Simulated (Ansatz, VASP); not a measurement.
**One calculation of P, two programs**

```
CELL_PARAMETERS angstrom
3.26100 0.00000 0.00000
-1.63050 2.82411 0.00000
0.00000 0.00000 28.00000
ATOMIC_POSITIONS crystal
P 0.33333 0.66667 0.50477
P 0.66667 0.33333 0.49523
```

Alike in both runs: task single point; functional PBE; dispersion D3(BJ); k mesh 9 × 9 × 1; occupations gaussian, width 0.02 eV; no spin polarisation.

```csv
,VASP,Ansatz
version,VASP 6.6.1,Ansatz 0.2.0
potentials or method,"VASP PAW PBE potentials, release 64 (P), cutoff 520 eV","scalar-relativistic, plane waves, PAW"
valence electrons in the cell,10,10
```

VASP gave:

| Quantity | Value |
| --- | --- |
| gap on the k mesh at the Fermi level (eV) | none |
| rms of the force components (eV/Å) | 1.438 |
| work function, face that differs most (eV) | 3.63 |

**Question.** Which values does Ansatz return?

**Answer.** gap on the k mesh at the Fermi level (eV): none; rms of the force components (eV/Å): 1.450; work function, face that differs most (eV): 3.62.

Atom by atom the forces differ by 0.012 eV/Å (rms over components). A gap of «none» marks a metal or a gap that the smearing closes.
